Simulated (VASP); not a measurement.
Set up this calculation in VASP 6.6.1, as the native input.

```
Task                   : single point
Functional             : PBEsol
Potentials or basis    : VASP PAW PBE potentials, release 64 (Cu)
Cutoff                 : 520 eV
k mesh                 : 22 × 22 × 22
Occupations            : gaussian, width 0.15 eV
Spin                   : no spin polarisation
Dipole correction      : no
Further INCAR settings : ALGO = Normal; EDIFF = 1e-06; NBANDS = 12
```

The structure of Cu lies in POSCAR:

```
Cu
1.0
    0.0000000000      1.7352000000      1.8075000000
    1.7352000000      0.0000000000      1.8075000000
    1.7352000000      1.7352000000      0.0000000000
Cu
1
Direct
    0.0000000000      0.0000000000      0.0000000000
```

This cell differs from its parent crystal: strain -0.040 along x and y, +0.000 along z.

These files were run (other wordings do the same):

INCAR

```
ALGO = Normal
EDIFF = 1E-6
ENCUT = 520
GGA = PS
ISIF = 2
ISMEAR = 0
LASPH = True
LCHARG = False
LREAL = False
LWAVE = False
NBANDS = 12
NELM = 60
PREC = Accurate
SIGMA = 0.15
```

KPOINTS

```
k-points
0
Gamma
  22 22 22
```

Potentials or basis: VASP PAW PBE potentials, release 64 (Cu).

Run with:

```bash
$ cat potpaw_PBE.64/Cu/POTCAR > POTCAR
$ mpirun -np 1 vasp_std > vasp.out
```

Results of the run:

| Quantity | Value |
| --- | --- |
| Pressure | 8.0 GPa |

Caveat: the cell differs from its parent crystal (strain -0.040 along x and y, +0.000 along z); the PAW data sets were made with another functional, which shifts forces and pressure a little.

Wall time 46 s on 1 thread of Intel(R) Xeon(R) Platinum 8559C (Emerald Rapids), with other jobs on the host, peak memory 0.21 GiB.
